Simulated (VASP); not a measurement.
Write the native input for VASP 6.6.1 that does the following.

| Item | Value |
| --- | --- |
| Task | single point |
| Functional | PBE |
| Potentials or basis | VASP PAW PBE potentials, release 64 (Na_pv, I) |
| Cutoff | 520 eV |
| k mesh | 6 × 6 × 6 |
| Occupations | gaussian, width 0.01 eV |
| Spin | no spin polarisation |
| Dipole correction | no |
| Further INCAR settings | ALGO = Normal; EDIFF = 1e-07; NBANDS = 14 |

The structure of NaI lies in POSCAR:

```
NaI
1.0
    0.0000000000      3.2296804382      3.2296804382
    3.2296804382      0.0000000000      3.2296804382
    3.2296804382      3.2296804382      0.0000000000
Na I
1 1
Direct
    0.0000000000      0.0000000000      0.0000000000
    0.5000000000      0.5000000000      0.5000000000
```

One way to write it, as run:

INCAR

```
ALGO = Normal ; EDIFF = 1E-7
ENCUT = 520 ; GGA = PE
ISIF = 2 ; ISMEAR = 0
LASPH = True ; LCHARG = False
LREAL = False ; LWAVE = False
NBANDS = 14 ; NELM = 80
PREC = Accurate ; SIGMA = 0.01
```

KPOINTS

```
k-points
0
Gamma
  6 6 6
```

Potentials or basis: VASP PAW PBE potentials, release 64 (Na_pv, I).

Command:

```console
$ cat potpaw_PBE.64/Na_pv/POTCAR potpaw_PBE.64/I/POTCAR > POTCAR
$ mpirun -np 1 vasp_std > vasp.out
```

Results of the run:

```
Pressure               : 0.5 GPa
Band gap on the k mesh : 3.66 eV, direct
```

Caveat: spin-orbit coupling is left out, which moves the levels of the heavy elements.

Run time: 16 s on 1 thread of Intel Xeon 6975P-C, with other jobs on the host, peak memory 0.2 GiB.
